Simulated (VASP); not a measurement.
# RuAu (Pm-3m) in VASP: a series of runs, part 2 of 2

VASP 6.6.1.

**4. Single point, PBEsol**

This run uses another cell than the first one, of 15.09 Å³/atom, 1.093 times its volume.

The input, INCAR:

```
SYSTEM = RuAu
PREC     = Accurate       ! precision mode
ENCUT    = 500            ! plane-wave cutoff, eV
EDIFF    = 1E-6           ! SCF threshold, eV
ISMEAR   = -1             ! smearing method
SIGMA    = 0.05           ! smearing width, eV
LREAL    = .FALSE.        ! projectors in reciprocal space
LASPH    = .TRUE.         ! aspherical terms in the spheres
NELM     = 120            ! most SCF steps
ALGO     = Normal         ! electronic algorithm
ISIF     = 2              ! what is computed and relaxed
LWAVE    = .FALSE.        ! write WAVECAR
LCHARG   = .TRUE.         ! write CHGCAR
GGA      = PS             ! functional
LELF     = .TRUE.         ! ELF
LVHAR    = .TRUE.       
NBANDS   = 20             ! bands
GGA_COMPAT= .FALSE.
```

The input, KPOINTS:

```
regular mesh
0
G
  8 8 8
  0 0 0
```

The input, POSCAR:

```
RuAu
1.0
    3.1136425318      0.0000000000      0.0000000000
    0.0000000000      3.1136425318      0.0000000000
    0.0000000000      0.0000000000      3.1136425318
Ru Au
1 1
Direct
    0.0000000000      0.0000000000      0.0000000000
    0.5000000000      0.5000000000      0.5000000000
```

Potentials or basis: VASP PAW PBE potentials, release 64 (Ru_pv, Au).

The run is started by

```
$ cat potpaw_PBE.64/Ru_pv/POTCAR potpaw_PBE.64/Au/POTCAR > POTCAR
$ mpirun -np 1 vasp_std > vasp.out
```

OUTCAR:

```text
SYSTEM = RuAu
   PREC = Accurate
   ENCUT = 500
   EDIFF = 1E-6
   ISMEAR = -1
   LREAL = .FALSE.
   LASPH = .TRUE.
   NELM = 120
   ISIF = 2
   GGA = PS

 ion  position               nearest neighbor table
   1  0.000  0.000  0.000-   2 2.70   2 2.70   2 2.70   2 2.70   2 2.70   2 2.70   2 2.70   2 2.70

   2  0.500  0.500  0.500-   1 2.70   1 2.70   1 2.70   1 2.70   1 2.70   1 2.70   1 2.70   1 2.70

  LATTYP: Found a simple cubic cell.
 ALAT       =     3.1136425318

  Lattice vectors:

 A1 = (   3.1136425318,   0.0000000000,   0.0000000000)
 A2 = (   0.0000000000,   3.1136425318,   0.0000000000)
 A3 = (   0.0000000000,   0.0000000000,   3.1136425318)

Analysis of symmetry for initial positions (statically):
=====================================================================
 Subroutine PRICEL returns:
 Original cell was already a primitive cell.

 Routine SETGRP: Setting up the symmetry group for a
 simple cubic supercell.

 Subroutine GETGRP returns: Found 48 space group operations
 (whereof 48 operations were pure point group operations)
 out of a pool of 48 trial point group operations.

[... 151 lines left out ...]

 number of electron      24.9999995 magnetization

 Free energy of the ion-electron system (eV)
  ---------------------------------------------------
  ext. energy  EPLUGINS =         0.00000000
  ---------------------------------------------------
  free energy    TOTEN  =       -12.88067660 eV

  energy without entropy =      -12.85635292  energy(sigma->0) =      -12.86851476

 E-fermi :  11.0607     XC(G=0): -13.6237

 val. band max:       11.0471467646   @ k =   0.3750   0.1250   0.0000
 cond. band min:      11.1181002061   @ k =   0.3750   0.1250   0.1250
 fundamental gap:      0.0709534416
 Fermi energy:        11.0607286347

 k-point     1 :       0.0000    0.0000    0.0000
  band No.  band energies     occupation
      1     -31.4651      2.00000
      2     -31.4651      2.00000
      3     -31.4651      2.00000
      4       1.6296      2.00000
      5       4.0652      2.00000
      6       4.0652      2.00000
[... 541 lines left out ...]
     19      23.8699      0.00000
     20      24.3706      0.00000

 [... further k-points ...]
[... 5 lines left out ...]
  --------------------------------------------------------------------------------------
  -------------------------------------------------------------------------------------
  Total        0.3205055      0.3205055      0.3205055     -0.0000000     -0.0000000      0.0000000
  in kB       17.0113912     17.0113912     17.0113912     -0.0000000     -0.0000000      0.0000000
  external PRESSURE =      17.0113912 kB  Pullay stress =       0.0000000 kB

 VOLUME and BASIS-vectors are now :
 -----------------------------------------------------------------------------
  energy-cutoff  :      500.00
  volume of cell :       30.19
      direct lattice vectors                 reciprocal lattice vectors
     3.113642532  0.000000000  0.000000000     0.321167247  0.000000000  0.000000000
     0.000000000  3.113642532  0.000000000     0.000000000  0.321167247  0.000000000
     0.000000000  0.000000000  3.113642532     0.000000000  0.000000000  0.321167247

 POSITION                                       TOTAL-FORCE (eV/Angst)
 -----------------------------------------------------------------------------------
      0.00000      0.00000      0.00000         0.000000      0.000000      0.000000
      1.55682      1.55682      1.55682         0.000000      0.000000      0.000000
 -----------------------------------------------------------------------------------
    total drift:                                0.000000      0.000000     -0.000000

  FREE ENERGIE OF THE ION-ELECTRON SYSTEM (eV)
  ---------------------------------------------------
  free  energy   TOTEN  =       -12.8806766022 eV

  energy  without entropy=      -12.8563529214  energy(sigma->0) =      -12.86851476
```

Run time: 8.5 s. Hardware: 1 thread of Intel Xeon Platinum 8559C (Emerald Rapids), shared host; peak memory 0.15 GiB.

What came out:

```yaml
Free_energy: -12.8807 eV
Pressure: 1.7 GPa
```

Caveat: the PAW data sets were made with another functional, which shifts forces and pressure a little; spin-orbit coupling is left out, which moves the levels of the heavy elements.

**5. The runs side by side**

```tsv
cell	gap on the mesh (eV)	pressure (GPa)
a = 3.023 Å, 2 atoms	none	29.7
a = 3.083 Å, 2 atoms	none	9.7
a = 3.114 Å, 2 atoms	none	1.7
```

Alike in all rows: task single point; level PBEsol; potentials or basis VASP PAW PBE potentials, release 64 (Ru_pv, Au); no spin polarisation; k mesh 8 × 8 × 8; cutoff (eV) 500; smearing fermi-dirac 0.05 eV.

Caveats: the PAW data sets were made with another functional, which shifts forces and pressure a little; spin-orbit coupling is left out, which moves the levels of the heavy elements.

Total energies depend on the potentials used, so only differences within one code and one set of settings carry meaning.
